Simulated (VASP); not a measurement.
# BaO (rock salt type) (Fm-3m) in VASP: single point with PBE

Aim: the single point of BaO (rock salt type) with PBE.

All numbers are computed with VASP 6.6.1; they aren't measurements. Logs are shortened: lines on timing, memory, paths and dates and some standing lists are left out, and cuts for length are marked.

### 1 The cell of the first run

Symmetry: Fm-3m, No. 225, cubic system. The conventional cell has a = 5.683 Å, b = 5.683 Å, c = 5.683 Å, α = 90.00°, β = 90.00°, γ = 90.00°. Ba (site symmetry m-3m) has 6 O at 2.84 Å within 3.7 Å. O (site symmetry m-3m) has 6 Ba at 2.84 Å within 3.7 Å.

### 2 Single point, PBE

INCAR

```
SYSTEM = BaO
PREC     = Accurate       ! precision mode
ENCUT    = 600            ! plane-wave cutoff, eV
EDIFF    = 1E-6           ! SCF threshold, eV
ISMEAR   = -1             ! smearing method
SIGMA    = 0.06122561905347299 ! smearing width, eV
LREAL    = .False.        ! projectors in reciprocal space
LASPH    = .True.         ! aspherical terms in the spheres
NELM     = 120            ! most SCF steps
ALGO     = Normal         ! electronic algorithm
ISIF     = 2              ! what is computed and relaxed
LWAVE    = .False.        ! write WAVECAR
LCHARG   = .True.         ! write CHGCAR
GGA      = PE             ! functional
LELF     = .True.         ! ELF
LVHAR    = .True.       
NBANDS   = 15             ! bands
GGA_COMPAT= .False.
```

KPOINTS

```
regular mesh
0
Gamma
  34 34 34
  0 0 0
```

POSCAR

```
BaO
1.0
    0.0000000000      2.8412962086      2.8412962086
    2.8412962086      0.0000000000      2.8412962086
    2.8412962086      2.8412962086      0.0000000000
Ba O
1 1
Direct
    0.0000000000      0.0000000000      0.0000000000
    0.5000000000      0.5000000000      0.5000000000
```

Potentials or basis: VASP PAW PBE potentials, release 64 (Ba_sv, O).

Command:

```
> cat potpaw_PBE.64/Ba_sv/POTCAR potpaw_PBE.64/O/POTCAR > POTCAR
> mpirun -np 1 vasp_std > vasp.out
```

OUTCAR:

```text
SYSTEM = BaO
   PREC = Accurate
   ENCUT = 600
   EDIFF = 1E-6
   ISMEAR = -1
   LREAL = .False.
   LASPH = .True.
   NELM = 120
   ISIF = 2
   GGA = PE

 ion  position               nearest neighbor table
   1  0.000  0.000  0.000-   2 2.84   2 2.84   2 2.84   2 2.84   2 2.84   2 2.84
   2  0.500  0.500  0.500-   1 2.84   1 2.84   1 2.84   1 2.84   1 2.84   1 2.84

  LATTYP: Found a face centered cubic cell.
 ALAT       =     5.6825924172

  Lattice vectors:

 A1 = (   0.0000000000,   2.8412962086,   2.8412962086)
 A2 = (   2.8412962086,   0.0000000000,   2.8412962086)
 A3 = (   2.8412962086,   2.8412962086,   0.0000000000)

Analysis of symmetry for initial positions (statically):
=====================================================================
 Subroutine PRICEL returns:
 Original cell was already a primitive cell.

 Routine SETGRP: Setting up the symmetry group for a
 face centered cubic supercell.

 Subroutine GETGRP returns: Found 48 space group operations
 (whereof 48 operations were pure point group operations)
 out of a pool of 48 trial point group operations.

The static configuration has the point symmetry O_h .

Analysis of symmetry for dynamics (positions and initial velocities):
=====================================================================
 Subroutine PRICEL returns:
 Original cell was already a primitive cell.

 Routine SETGRP: Setting up the symmetry group for a
 face centered cubic supercell.

 Subroutine GETGRP returns: Found 48 space group operations
 (whereof 48 operations were pure point group operations)
 out of a pool of 48 trial point group operations.

The dynamic configuration has the point symmetry O_h .

 Subroutine INISYM returns: Found 48 space group operations
 (whereof 48 operations are pure point group operations),
 and found     1 'primitive' translations

----------------------------------------------------------------------------------------

                                     Primitive cell

  volume of cell :      45.8754

  direct lattice vectors                    reciprocal lattice vectors
     0.000000000  2.841296209  2.841296209    -0.175976021  0.175976021  0.175976021
     2.841296209  0.000000000  2.841296209     0.175976021 -0.175976021  0.175976021
     2.841296209  2.841296209  0.000000000     0.175976021  0.175976021 -0.175976021

  length of vectors
     4.018199633  4.018199633  4.018199633     0.304799409  0.304799409  0.304799409

  position of ions in fractional coordinates (direct lattice)
[... 83 lines left out ...]
   IBRION =     -1    ionic relax: 0-MD 1-quasi-New 2-CG
   NFREE  =      0    steps in history (QN), initial steepest desc. (CG)
   ISIF   =      2    stress and relaxation
   ISYM   =      2    0-nonsym 1-usesym 2-fastsym
   POTIM  = 0.5000    time-step for ionic-motion
   TEBEG  =    0.0;   TEEND  =   0.0 temperature during run
   PSTRESS=    0.0 pullay stress
   NELECT =      16.0000    total number of electrons
   NUPDOWN=      -1.0000    fix difference up-down
   EMIN   =  10.00;   EMAX   =-10.00  energy-range for DOS
   EFERMI =   0.00;   METHOD = LEGACY
   ISMEAR =    -1;   SIGMA  =   0.06  broadening in eV -4-tet -1-fermi 0-gaus
   EFERMI_NEDOS =   21; number of points for ismear=-14 and -15
   IALGO  =     38    algorithm
   IMIX   =      4    mixing-type and parameters
     AMIX     =   0.40;   BMIX     =  1.00
     AMIX_MAG =   1.60;   BMIX_MAG =  1.00
  volume/ion in A,a.u.               =      22.94       154.79
  Fermi-wavevector in a.u.,A,eV,Ry     =   1.152360  2.177645 18.067645  1.327934
  Thomas-Fermi vector in A             =   2.289012
   LORBIT       =      0    0 simple, 1 ext, 2 COOP (PROOUT), +10 PAW based schemes
   GGA     = PE    functional components
   LHFCALC =     F    Hartree Fock is set to
   AEXX    =    0.0000 exact exchange contribution
   IVDW    =     0    specifies the selected vdW correction
   LEPSILON=     F    determine dielectric tensor
   LRPA    =     F    only Hartree local field effects (RPA)
 non-spin polarized calculation
  energy-cutoff  :      600.00
  volume of cell :       45.88
 maximum number of plane-waves:      1554
   NGX = 17   NGY = 17   NGZ = 17

 number of electron      16.0000004 magnetization

 Free energy of the ion-electron system (eV)
  ---------------------------------------------------
  ext. energy  EPLUGINS =         0.00000000
  ---------------------------------------------------
  free energy    TOTEN  =       -11.80046967 eV

  energy without entropy =      -11.80046967  energy(sigma->0) =      -11.80046967

 E-fermi :   2.5593     XC(G=0):  -9.2707

 val. band max:        1.3701716387   @ k =   0.5000   0.5000   0.0000
 cond. band min:       3.5750075627   @ k =   0.5000   0.5000   0.0000
 fundamental gap:      2.2048359240
 Fermi energy:         2.5592832355

 k-point     1 :       0.0000    0.0000    0.0000
  band No.  band energies     occupation
      1     -24.5697      2.00000
      2     -13.4273      2.00000
      3      -9.2145      2.00000
      4      -9.2145      2.00000
      5      -9.2145      2.00000
      6       1.2125      2.00000
      7       1.2125      2.00000
      8       1.2125      2.00000
      9       4.6005      0.00000
     10       6.0771      0.00000
     11       6.0771      0.00000
     12       6.0771      0.00000
     13       8.1562      0.00000
     14       8.1562      0.00000
[... 401 lines left out ...]
      2     -13.5681      2.00000
      3      -9.2746      2.00000
      4      -9.2564      2.00000
      5      -9.2258      2.00000
      6       0.6599      2.00000
      7       0.9113      2.00000
      8       0.9707      2.00000
      9       5.5857      0.00000
     10       5.9116      0.00000
     11       6.5356      0.00000
     12       6.6216      0.00000
     13       8.6964      0.00000
     14       8.8381      0.00000
     15      12.7673      0.00000

 [... further k-points ...]
[... 5 lines left out ...]
  --------------------------------------------------------------------------------------
  -------------------------------------------------------------------------------------
  Total       -0.6637219     -0.6637219     -0.6637219      0.0000000      0.0000000     -0.0000000
  in kB      -23.1802001    -23.1802001    -23.1802001      0.0000000      0.0000000     -0.0000000
  external PRESSURE =     -23.1802001 kB  Pullay stress =       0.0000000 kB

 VOLUME and BASIS-vectors are now :
 -----------------------------------------------------------------------------
  energy-cutoff  :      600.00
  volume of cell :       45.88
      direct lattice vectors                 reciprocal lattice vectors
     0.000000000  2.841296209  2.841296209    -0.175976021  0.175976021  0.175976021
     2.841296209  0.000000000  2.841296209     0.175976021 -0.175976021  0.175976021
     2.841296209  2.841296209  0.000000000     0.175976021  0.175976021 -0.175976021

 POSITION                                       TOTAL-FORCE (eV/Angst)
 -----------------------------------------------------------------------------------
      0.00000      0.00000      0.00000         0.000000      0.000000      0.000000
      2.84130      2.84130      2.84130         0.000000      0.000000      0.000000
 -----------------------------------------------------------------------------------
    total drift:                                0.000000     -0.000000      0.000000

  FREE ENERGIE OF THE ION-ELECTRON SYSTEM (eV)
  ---------------------------------------------------
  free  energy   TOTEN  =       -11.8004696703 eV

  energy  without entropy=      -11.8004696695  energy(sigma->0) =      -11.80046967
```

OSZICAR:

```text
N       E                     dE             d eps       ncg     rms          rms(c)
DAV:   1     0.879690545951E+02    0.87969E+02   -0.83510E+03 31786   0.109E+03
DAV:   2    -0.973305361600E+01   -0.97702E+02   -0.86813E+02 44828   0.209E+02
DAV:   3    -0.143464915099E+02   -0.46134E+01   -0.45802E+01 40987   0.460E+01
DAV:   4    -0.144041565636E+02   -0.57665E-01   -0.57655E-01 38062   0.519E+00
DAV:   5    -0.144052514938E+02   -0.10949E-02   -0.10949E-02 39980   0.625E-01    0.931E+00
DAV:   6    -0.121007436355E+02    0.23045E+01   -0.91579E+00 33478   0.209E+01    0.623E+00
DAV:   7    -0.118275817654E+02    0.27316E+00   -0.74736E-01 35075   0.661E+00    0.202E+00
DAV:   8    -0.118027528953E+02    0.24829E-01   -0.12189E-01 40240   0.349E+00    0.603E-01
DAV:   9    -0.117990015730E+02    0.37513E-02   -0.12827E-02 37790   0.106E+00    0.174E-01
DAV:  10    -0.118004773119E+02   -0.14757E-02   -0.32910E-03 33674   0.458E-01    0.486E-02
DAV:  11    -0.118004631216E+02    0.14190E-04   -0.17057E-04 40562   0.101E-01    0.306E-02
DAV:  12    -0.118004703251E+02   -0.72035E-05   -0.24528E-05 34171   0.436E-02    0.613E-03
DAV:  13    -0.118004696703E+02    0.65474E-06   -0.27822E-06 39764   0.143E-02
   1 F= -.11800470E+02 E0= -.11800470E+02  d E =-.852618E-09
```

Run time: 12 min. Hardware: 1 thread of AMD EPYC 9755, shared host; peak memory 0.88 GiB.

Results:

```yaml
Free_energy: -11.8005 eV
Pressure: -2.3 GPa
Band_gap_on_the_k_mesh: 2.20 eV
```

Levels at points of the mesh, in eV from the valence-band top:
```
           k point  band 4  band 5  band 6  band 7  band 8  band 9  band 10  band 11  band 12  band 13
(0.00, 0.00, 0.00)  -10.58  -10.58   -0.16   -0.16   -0.16    3.23     4.71     4.71     4.71     6.79
(0.50, 0.00, 0.00)  -10.69  -10.69   -1.71   -1.15   -1.15    4.84     6.92     6.92     7.76     9.93
(0.50, 0.50, 0.00)  -11.04  -11.04   -0.05   -0.05    0.00    2.20     5.68     8.54     8.92     9.26
```

Caveat: spin-orbit coupling is left out, which moves the levels of the heavy elements. A k mesh can miss the band edges.
